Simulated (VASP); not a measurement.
# Zn3C (P-6m2) in VASP: a series of runs

Runs on Zn3C. Level: PBE. Tasks: single point.

Everything below comes from runs of VASP 6.6.1. Logs are shortened: lines on timing, memory, paths and dates and some standing lists are left out, and cuts for length are marked.

## 1. The cell of the first run

Symmetry: P-6m2, No. 187, hexagonal system. Conventional cell: a = 2.640 Å, b = 2.640 Å, c = 8.202 Å, α = 90.00°, β = 90.00°, γ = 120.00°. Zn (site symmetry -6m2) has 12 Zn at 2.64 Å within 3.5 Å. Zn (site symmetry 3m) has 3 C at 2.48 Å and 9 Zn at 2.64 Å within 3.3 Å. C (site symmetry -6m2) has 6 Zn at 2.48 Å and 6 C at 2.64 Å within 3.3 Å.

The cell was generated, and may not be a known phase.

## 2. Single point, PBE, collinear spin

INCAR

```
SYSTEM = Zn3C
PREC = Accurate
ENCUT = 600
EDIFF = 1E-6
ISMEAR = 0
SIGMA = 0.1
LREAL = .False.
LASPH = .True.
NELM = 200
ALGO = Normal
ISIF = 2
LWAVE = .False.
LCHARG = .False.
ISPIN = 2
MAGMOM = 0 0 0 1
LORBIT = 11
GGA = PE
NBANDS = 32
GGA_COMPAT = .False.
```

KPOINTS

```
Automatic mesh
0
Gamma
  6 6 2
  0 0 0
```

POSCAR

```
Zn3C
1.0
    2.6399459100      0.0000000000      0.0000000000
   -1.3199729600      2.2862602200      0.0000000000
    0.0000000000      0.0000000000      8.2015140600
Zn C
3 1
Direct
    0.0000000000      0.0000000000      0.5000000000
    0.6666666700      0.3333333300      0.2378099400
    0.6666666700      0.3333333300      0.7621900600
    0.0000000000      0.0000000000      0.0000000000
```

Potentials or basis: VASP PAW PBE potentials, release 64 (Zn, C).

Launch:

```bash
cat potpaw_PBE.64/Zn/POTCAR potpaw_PBE.64/C/POTCAR > POTCAR
mpirun -np 1 vasp_std > vasp.out
```

OUTCAR:

```text
SYSTEM = Zn3C
   PREC = Accurate
   ENCUT = 600
   EDIFF = 1E-6
   ISMEAR = 0
   LREAL = .False.
   LASPH = .True.
   NELM = 200
   ISIF = 2
   ISPIN = 2
   LORBIT = 11
   GGA = PE

 ion  position               nearest neighbor table
   1  0.000  0.000  0.500-   2 2.64   3 2.64   2 2.64   3 2.64   2 2.64   3 2.64
   2  0.667  0.333  0.238-   4 2.48   4 2.48   4 2.48   1 2.64   1 2.64   1 2.64
   3  0.667  0.333  0.762-   4 2.48   4 2.48   4 2.48   1 2.64   1 2.64   1 2.64
   4  0.000  0.000  0.000-   2 2.48   3 2.48   2 2.48   3 2.48   2 2.48   3 2.48

  LATTYP: Found a hexagonal cell.
 ALAT       =     2.6399459100
 C/A-ratio  =     3.1066977656

  Lattice vectors:

 A1 = (   2.6399459100,   0.0000000000,   0.0000000000)
 A2 = (  -1.3199729600,   2.2862602200,   0.0000000000)
 A3 = (   0.0000000000,   0.0000000000,   8.2015140600)

Analysis of symmetry for initial positions (statically):
=====================================================================
 Subroutine PRICEL returns:
 Original cell was already a primitive cell.

 Routine SETGRP: Setting up the symmetry group for a
 hexagonal supercell.

 Subroutine GETGRP returns: Found 12 space group operations
 (whereof 12 operations were pure point group operations)
 out of a pool of 24 trial point group operations.

The static configuration has the point symmetry D_3h.

Analysis of symmetry for dynamics (positions and initial velocities):
=====================================================================
 Subroutine PRICEL returns:
 Original cell was already a primitive cell.

 Routine SETGRP: Setting up the symmetry group for a
 hexagonal supercell.

 Subroutine GETGRP returns: Found 12 space group operations
 (whereof 12 operations were pure point group operations)
 out of a pool of 24 trial point group operations.

The dynamic configuration has the point symmetry D_3h.

Analysis of structural, dynamic, and magnetic symmetry:
=====================================================================
 Subroutine PRICEL returns:
 Original cell was already a primitive cell.

 Routine SETGRP: Setting up the symmetry group for a
 hexagonal supercell.

 Subroutine GETGRP returns: Found 12 space group operations
 (whereof 12 operations were pure point group operations)
 out of a pool of 24 trial point group operations.

The overall configuration has the point symmetry D_3h.

 Subroutine INISYM returns: Found 12 space group operations
 (whereof 12 operations are pure point group operations),
 and found     1 'primitive' translations

----------------------------------------------------------------------------------------

                                     Primitive cell

  volume of cell :      49.5011

  direct lattice vectors                    reciprocal lattice vectors
     2.639945910  0.000000000  0.000000000     0.378795640  0.218697766  0.000000000
    -1.319972960  2.286260220  0.000000000     0.000000000  0.437395530  0.000000000
     0.000000000  0.000000000  8.201514060     0.000000000  0.000000000  0.121928706

  length of vectors
     2.639945910  2.639945910  8.201514060     0.437395530  0.437395530  0.121928706

  position of ions in fractional coordinates (direct lattice)
     0.000000000  0.000000000  0.500000000
     0.666666670  0.333333330  0.237809940
     0.666666670  0.333333330  0.762190060
     0.000000000  0.000000000  0.000000000

  ion indices of the primitive-cell ions
   primitive index   ion index
                 1           1
                 2           2
                 3           3
                 4           4

----------------------------------------------------------------------------------------

 KPOINTS: Automatic mesh

Automatic generation of k-mesh.
 Grid dimensions read from file:
 generate k-points for:    6    6    2

 Generating k-lattice:

  Cartesian coordinates                     Fractional coordinates (reciprocal lattice)
     0.063132607  0.036449628  0.000000000     0.166666667  0.000000000  0.000000000
     0.000000000  0.072899255  0.000000000     0.000000000  0.166666667  0.000000000
     0.000000000  0.000000000  0.060964353     0.000000000  0.000000000  0.500000000

  Length of vectors
     0.072899255  0.072899255  0.060964353

  Shift w.r.t. Gamma in fractional coordinates (k-lattice)
     0.000000000  0.000000000  0.000000000

 Subroutine IBZKPT returns following result:
 ===========================================

 Found     14 irreducible k-points:

 Following reciprocal coordinates:
            Coordinates               Weight
  0.000000  0.000000  0.000000      1.000000
  0.166667  0.000000  0.000000      6.000000
  0.333333  0.000000  0.000000      6.000000
  0.500000  0.000000  0.000000      3.000000
  0.166667  0.166667  0.000000      6.000000
  0.333333  0.166667  0.000000     12.000000
  0.333333  0.333333  0.000000      2.000000
  0.000000  0.000000  0.500000      1.000000
  0.166667  0.000000  0.500000      6.000000
  0.333333  0.000000  0.500000      6.000000
  0.500000  0.000000  0.500000      3.000000
  0.166667  0.166667  0.500000      6.000000
  0.333333  0.166667  0.500000     12.000000
  0.333333  0.333333  0.500000      2.000000
   k-points           NKPTS =     14   k-points in BZ     NKDIM =     14   number of bands    NBANDS=     32
   number of dos      NEDOS =    301   number of ions     NIONS =      4
   total plane-waves  NPLWV =  40320
   dimension x,y,z NGX =    24 NGY =   24 NGZ =   70
   dimension x,y,z NGXF=    48 NGYF=   48 NGZF=  140
   ions per type =               3   1
   NGX,Y,Z   is equivalent  to a cutoff of  15.11, 15.11, 14.19 a.u.
   NGXF,Y,Z  is equivalent  to a cutoff of  30.23, 30.23, 28.38 a.u.
 SYSTEM =  Zn3C
   PREC   = accura    normal or accurate (medium, high low for compatibility)
   ISTART =      0    job   : 0-new  1-cont  2-samecut
   ICHARG =      2    charge: 1-file 2-atom 10-const
   ISPIN  =      2    spin polarized calculation?
   LNONCOLLINEAR =      F non collinear calculations
   LSORBIT =      F    spin-orbit coupling
   LASPH  =      T    aspherical Exc in radial PAW
   ENCUT  =  600.0 eV  44.10 Ry    6.64 a.u.   5.27  5.27 16.38*2*pi/ulx,y,z
   NELM   =    200;   NELMIN=  2; NELMDL= -5     # of ELM steps
   EDIFF  = 0.1E-05   stopping-criterion for ELM
   LREAL  =      F    real-space projection
   EDIFFG = 0.1E-04   stopping-criterion for IOM
   NSW    =      0    number of steps for IOM
   IBRION =     -1    ionic relax: 0-MD 1-quasi-New 2-CG
   NFREE  =      0    steps in history (QN), initial steepest desc. (CG)
   ISIF   =      2    stress and relaxation
   ISYM   =      2    0-nonsym 1-usesym 2-fastsym
   POTIM  = 0.5000    time-step for ionic-motion
   TEBEG  =    0.0;   TEEND  =   0.0 temperature during run
   PSTRESS=    0.0 pullay stress
   NELECT =      40.0000    total number of electrons
   NUPDOWN=      -1.0000    fix difference up-down
   EMIN   =  10.00;   EMAX   =-10.00  energy-range for DOS
   EFERMI =   0.00;   METHOD = LEGACY
   ISMEAR =     0;   SIGMA  =   0.10  broadening in eV -4-tet -1-fermi 0-gaus
   EFERMI_NEDOS =   21; number of points for ismear=-14 and -15
   IALGO  =     38    algorithm
   IMIX   =      4    mixing-type and parameters
     AMIX     =   0.40;   BMIX     =  1.00
     AMIX_MAG =   1.60;   BMIX_MAG =  1.00
  volume/ion in A,a.u.               =      12.38        83.51
  Fermi-wavevector in a.u.,A,eV,Ry     =   1.524836  2.881523 31.635261  2.325126
  Thomas-Fermi vector in A             =   2.633089
   LORBIT       =     11    0 simple, 1 ext, 2 COOP (PROOUT), +10 PAW based schemes
   GGA     = PE    functional components
   LHFCALC =     F    Hartree Fock is set to
   AEXX    =    0.0000 exact exchange contribution
   IVDW    =     0    specifies the selected vdW correction
   LEPSILON=     F    determine dielectric tensor
   LRPA    =     F    only Hartree local field effects (RPA)
 spin polarized calculation
 Gauss-broadening in eV      SIGMA  =   0.10
  energy-cutoff  :      600.00
  volume of cell :       49.50
 maximum number of plane-waves:      1669
 NGX is ok and might be reduce to    24
   NGX = 11   NGY = 11   NGZ = 33

 number of electron      40.0000000 magnetization       0.1403809

 Free energy of the ion-electron system (eV)
  ---------------------------------------------------
  ext. energy  EPLUGINS =         0.00000000
  ---------------------------------------------------
  free energy    TOTEN  =        -7.84168381 eV

  energy without entropy =       -7.82950375  energy(sigma->0) =       -7.83559378

 E-fermi :   4.3132     XC(G=0): -12.0793

 val. band max:        4.3104895885   @ k =   0.3333   0.1667   0.0000
 cond. band min:       4.3516200188   @ k =   0.3333   0.1667   0.5000
 fundamental gap:      0.0411304303
 Fermi energy:         4.3131999506

 spin component 1

 k-point     1 :       0.0000    0.0000    0.0000
  band No.  band energies     occupation
      1      -9.0457      1.00000
      2      -6.5387      1.00000
      3      -5.6544      1.00000
      4      -4.8743      1.00000
      5      -4.1249      1.00000
      6      -4.1249      1.00000
[... 24 lines left out ...]
     31      23.0550      0.00000
     32      23.1262      0.00000

 k-point     2 :       0.1667    0.0000    0.0000
  band No.  band energies     occupation
      1      -8.3947      1.00000
      2      -5.8584      1.00000
      3      -5.0107      1.00000
      4      -4.6647      1.00000
      5      -4.2112      1.00000
      6      -4.1033      1.00000
[... 24 lines left out ...]
     31      19.9170      0.00000
     32      21.1303      0.00000
[... 383 lines left out ...]
     31      16.0907      0.00000
     32      18.6391      0.00000

 k-point    14 :       0.3333    0.3333    0.5000
  band No.  band energies     occupation
      1      -4.8221      1.00000
      2      -4.5312      1.00000
      3      -4.4112      1.00000
      4      -4.4009      1.00000
      5      -4.3101      1.00000
      6      -4.2498      1.00000
[... 24 lines left out ...]
     31      16.4426      0.00000
     32      16.6646      0.00000
 Fermi energy:         4.3131999506

 spin component 2

 k-point     1 :       0.0000    0.0000    0.0000
  band No.  band energies     occupation
      1      -8.9247      1.00000
      2      -6.5132      1.00000
      3      -5.6454      1.00000
      4      -4.8680      1.00000
      5      -4.1245      1.00000
      6      -4.1245      1.00000
[... 24 lines left out ...]
     31      23.0600      0.00000
     32      23.1344      0.00000

 k-point     2 :       0.1667    0.0000    0.0000
  band No.  band energies     occupation
      1      -8.2686      1.00000
      2      -5.8387      1.00000
      3      -5.0031      1.00000
      4      -4.6614      1.00000
      5      -4.2105      1.00000
      6      -4.1023      1.00000
[... 24 lines left out ...]
     31      19.9264      0.00000
     32      21.1700      0.00000
[... 383 lines left out ...]
     31      16.1378      0.00000
     32      18.7199      0.00000

 k-point    14 :       0.3333    0.3333    0.5000
  band No.  band energies     occupation
      1      -4.7402      1.00000
      2      -4.5299      1.00000
      3      -4.4103      1.00000
      4      -4.3996      1.00000
      5      -4.3093      1.00000
      6      -4.2491      1.00000
[... 24 lines left out ...]
     31      16.4787      0.00000
     32      16.6798      0.00000

------------------------ aborting loop because EDIFF is reached ----------------------------------------

  FORCE on cell =-STRESS in cart. coord.  units (eV):
  Direction    XX          YY          ZZ          XY          YZ          ZX
  --------------------------------------------------------------------------------------
  -------------------------------------------------------------------------------------
  Total        3.0661681      3.0661681     -0.7027527     -0.0000000      0.0000000     -0.0000000
  in kB       99.2411584     99.2411582    -22.7456502     -0.0000002      0.0000000     -0.0000000
  external PRESSURE =      58.5788888 kB  Pullay stress =       0.0000000 kB

 VOLUME and BASIS-vectors are now :
 -----------------------------------------------------------------------------
  energy-cutoff  :      600.00
  volume of cell :       49.50
      direct lattice vectors                 reciprocal lattice vectors
     2.639945910  0.000000000  0.000000000     0.378795640  0.218697766  0.000000000
    -1.319972960  2.286260220  0.000000000     0.000000000  0.437395530  0.000000000
     0.000000000  0.000000000  8.201514060     0.000000000  0.000000000  0.121928706

 POSITION                                       TOTAL-FORCE (eV/Angst)
 -----------------------------------------------------------------------------------
      0.00000      0.00000      4.10076        -0.000000      0.000000     -0.000000
      1.31997      0.76209      1.95040         0.000000     -0.000000     -1.409798
      1.31997      0.76209      6.25111         0.000000     -0.000000      1.409798
      0.00000      0.00000      0.00000        -0.000000      0.000000     -0.000000
 -----------------------------------------------------------------------------------
    total drift:                               -0.000003      0.000002      0.000000

  FREE ENERGIE OF THE ION-ELECTRON SYSTEM (eV)
  ---------------------------------------------------
  free  energy   TOTEN  =        -7.8416838144 eV

  energy  without entropy=       -7.8295037457  energy(sigma->0) =       -7.83559378

 total charge

# of ion       s       p       d       tot
------------------------------------------
    1        0.600   0.551   9.741  10.891
    2        0.584   0.490   9.750  10.824
    3        0.584   0.490   9.750  10.824
    4        1.030   1.049   0.000   2.079
--------------------------------------------------
tot          2.796   2.580  29.241  34.618

 magnetization (x)

# of ion       s       p       d       tot
------------------------------------------
    1       -0.001   0.000   0.000  -0.000
    2        0.000   0.001   0.001   0.003
    3        0.000   0.001   0.001   0.003
    4        0.006   0.064   0.000   0.069
--------------------------------------------------
tot          0.006   0.067   0.003   0.075
```

It took 3 min on 1 thread of Intel Xeon 8259CL, shared host; peak memory 0.24 GiB.

What came out:

```yaml
Free_energy: -7.8417 eV
Pressure: 5.9 GPa
Largest_force: 1.410 eV/Å
Net_moment: 0.14 μB per cell
Site_moments: Zn -0.00, +0.00 (each value once); C +0.07 μB
Valence_electrons_inside_the_program's_atomic_spheres: Zn 10.89, 10.82 (each value once); C 2.08
```

Forces on the atoms (eV/Å):
```
Zn   0.000  0.000  0.000
Zn   0.000  0.000 -1.410
Zn   0.000  0.000  1.410
C    0.000  0.000  0.000
```

Stress tensor (GPa, compression positive):
```
 9.92  0.00  0.00
 0.00  9.92  0.00
 0.00  0.00 -2.27
```

Caveat: the k points lie up to 0.46 Å⁻¹ apart; forces of over 1 eV/Å act on the atoms, so gaps and moduli don't describe the material at rest.

## 3. Single point, PBE, collinear spin

This run uses another cell than the first one, of 13.80 Å³/atom.

INCAR

```
PREC = Accurate
ENCUT = 600
EDIFF = 1E-6
ISMEAR = 0
SIGMA = 0.1
LREAL = F
LASPH = T
NELM = 200
ALGO = Normal
ISIF = 2
LWAVE = F
LCHARG = F
ISPIN = 2
MAGMOM = 0 0 0 1
LORBIT = 11
GGA = PE
NBANDS = 32
GGA_COMPAT = F
```

KPOINTS

```
regular mesh
0
Gamma
  6 6 4
```

POSCAR

```
Zn3C
1.0
    3.1683554169      0.0000000000      0.0000000000
   -1.5841777084      2.7438762792      0.0000000000
    0.0000000000      0.0000000000      6.3498541450
Zn C
3 1
Direct
    0.0000000000      0.0000000000      0.5000000000
    0.6666666667      0.3333333333      0.1890846448
    0.6666666667      0.3333333333      0.8109153552
    0.0000000000      0.0000000000      0.0000000000
```

Potentials or basis: VASP PAW PBE potentials, release 64 (Zn, C).

Launch:

```bash
cat potpaw_PBE.64/Zn/POTCAR potpaw_PBE.64/C/POTCAR > POTCAR
mpirun -np 1 vasp_std > vasp.out
```

It took 1.9 min on 1 thread of Intel Xeon 8259CL, shared host; peak memory 0.26 GiB.

Results (log left out):

```
Free energy                                           : -9.0812 eV
Pressure                                              : 0.0 GPa
Largest force                                         : 0.041 eV/Å
Band gap on the k mesh                                : zero (filled and empty bands overlap)
Net moment                                            : 0.00 μB per cell
Valence electrons inside the program's atomic spheres : Zn 10.69, 10.83 (each value once); C 2.23
```

Forces on the atoms (eV/Å):
```
Zn   0.000  0.000  0.000
Zn   0.000  0.000  0.041
Zn   0.000  0.000 -0.041
C    0.000  0.000  0.000
```

Stress tensor (GPa, compression positive):
```
0.00 0.00 0.00
0.00 0.00 0.00
0.00 0.00 0.15
```

Levels at points of the mesh, in eV from the Fermi level:
Spin up:
```csv
k point,band 16,band 17,band 18,band 19,band 20,band 21,band 22,band 23,band 24,band 25
"(0.00, 0.00, 0.00)",-6.68,-6.68,-5.71,1.30,1.30,1.33,4.23,8.16,9.86,9.86
"(0.50, 0.00, 0.00)",-6.37,-5.41,-2.95,-2.54,-1.17,-0.33,0.44,4.52,5.86,6.83
"(0.00, 0.00, 0.50)",-6.73,-6.73,-3.03,-2.06,1.31,1.31,6.24,7.19,10.29,10.29
"(0.50, 0.00, 0.50)",-6.27,-5.17,-3.80,-3.00,-0.23,0.58,1.48,3.51,4.99,5.87
```
Spin down:
| k point | band 18 | band 19 | band 20 | band 21 | band 22 | band 23 |
| --- | --- | --- | --- | --- | --- | --- |
| (0.00, 0.00, 0.00) | -5.71 | 1.30 | 1.30 | 1.33 | 4.23 | 8.16 |
| (0.50, 0.00, 0.00) | -2.95 | -2.54 | -1.17 | -0.33 | 0.44 | 4.52 |
| (0.00, 0.00, 0.50) | -3.03 | -2.06 | 1.31 | 1.31 | 6.24 | 7.19 |
| (0.50, 0.00, 0.50) | -3.80 | -3.00 | -0.23 | 0.58 | 1.48 | 3.51 |

Caveat: the k points lie up to 0.38 Å⁻¹ apart, too coarse for converged energies and pressures of a metal.

The gap in the log of VASP goes by the Fermi energy; the results here count the filled bands.